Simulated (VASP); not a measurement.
Wanted: the native input for a VASP 6.6.1 run.

```
Task                   : single point
Functional             : PBE
Potentials or basis    : VASP PAW PBE potentials, release 64 (Mn_pv, B, Ir)
Cutoff                 : 520 eV
k mesh                 : 10 × 10 × 10
Occupations            : gaussian, width 0.1 eV
Spin                   : collinear spin, ferromagnetic start
Starting moments       : [4.44, 0.0, 0.0, 0.0, 0.0] μB
Dipole correction      : no
Further INCAR settings : ALGO = Normal; EDIFF = 1e-06; NBANDS = 28
```

The structure of MnB3Ir lies in POSCAR:

```
MnB3Ir
1.0
    4.0774207623      0.0000000000      0.0000000000
    0.0000000000      4.0774207623      0.0000000000
    0.0000000000      0.0000000000      4.0774207623
Mn B Ir
1 3 1
Direct
    0.0000000000      0.0000000000      0.0000000000
    0.0000000000      0.5000000000      0.5000000000
    0.5000000000      0.5000000000      0.0000000000
    0.5000000000      0.0000000000      0.5000000000
    0.5000000000      0.5000000000      0.5000000000
```

The cell was built from a structure type or drawn by symmetry, and may not be a known phase.

These files were run (other wordings do the same):

INCAR

```
PREC = Accurate ; ENCUT = 520
EDIFF = 1E-6 ; ISMEAR = 0
SIGMA = 0.1 ; LREAL = F
LASPH = T ; NELM = 150
ALGO = Normal ; ISIF = 2
LWAVE = F ; LCHARG = F
ISPIN = 2 ; MAGMOM = 4.44 0 0 0 0
LORBIT = 11 ; LMAXMIX = 4
GGA = PE ; NBANDS = 28
```

KPOINTS

```
regular mesh
0
Gamma
  10 10 10
```

Potentials or basis: VASP PAW PBE potentials, release 64 (Mn_pv, B, Ir).

Run with:

```bash
$ cat potpaw_PBE.64/Mn_pv/POTCAR potpaw_PBE.64/B/POTCAR potpaw_PBE.64/Ir/POTCAR > POTCAR
$ mpirun -np 1 vasp_std > vasp.out
```

Results of the run:

- Pressure: 0.3 GPa
- Net moment: 4.42 μB per cell
- Site moments: Mn +4.01; B +0.01; Ir +0.21 μB
- Valence electrons inside the program's atomic spheres: Mn 11.30; B 1.65; Ir 9.28

Caveat: a cell with one magnetic atom can't hold antiferromagnetic order, which such compounds often take.

It took 4.9 min on 1 thread of Intel Xeon 8259CL, on a shared host, peak memory 0.31 GiB.
